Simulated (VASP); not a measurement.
Crystal: KF.

```xyz
2
Lattice="0.0000 2.6719 2.6719 2.6719 0.0000 2.6719 2.6719 2.6719 0.0000" Properties=species:S:1:pos:R:3 pbc="T T T"
K     0.0000    0.0000    0.0000
F     2.6719    2.6719    2.6719
```

| Item | Value |
| --- | --- |
| Program | VASP 6.6.1 |
| Task | relaxation of cell and atoms |
| Functional | r2SCAN |
| Dispersion | rVV10 |
| Potentials or basis | VASP PAW PBE potentials, release 64 (K_sv, F) |
| Cutoff | 660 eV |
| k mesh | 8 × 8 × 8 |
| Occupations | gaussian, width 0.01 eV |
| Spin | no spin polarisation |

At the start: pressure -1.3 GPa; volume 19.07 Å³/atom.

Q: How do energy, volume and symmetry change on relaxing?

A: Over 3 steps the energy falls by 2.9 meV/atom and the volume is 18.39 Å³/atom (-3.6 %); space group Fm-3m (No. 225, to 0.1 Å) before and after.

The path:
| step | energy change (eV) | largest force (eV/Å) | pressure (GPa) | volume (Å³) |
| --- | --- | --- | --- | --- |
| 1 | 0.0000 | 0.0000 | -1.31 | 38.15 |
| 2 | -0.0049 | 0.0000 | -0.53 | 37.30 |
| 3 | -0.0058 | 0.0000 | 0.00 | 36.78 |

Final structure:
```
K F
1.0
     0.00000    2.63954    2.63954
     2.63954    0.00000    2.63954
     2.63954    2.63954    0.00000
K F
1 1
Cartesian
  0.0000 0.0000 0.0000
  2.6395 2.6395 2.6395
```

Caveat: the PAW data sets were made with another functional, which shifts forces and pressure a little.
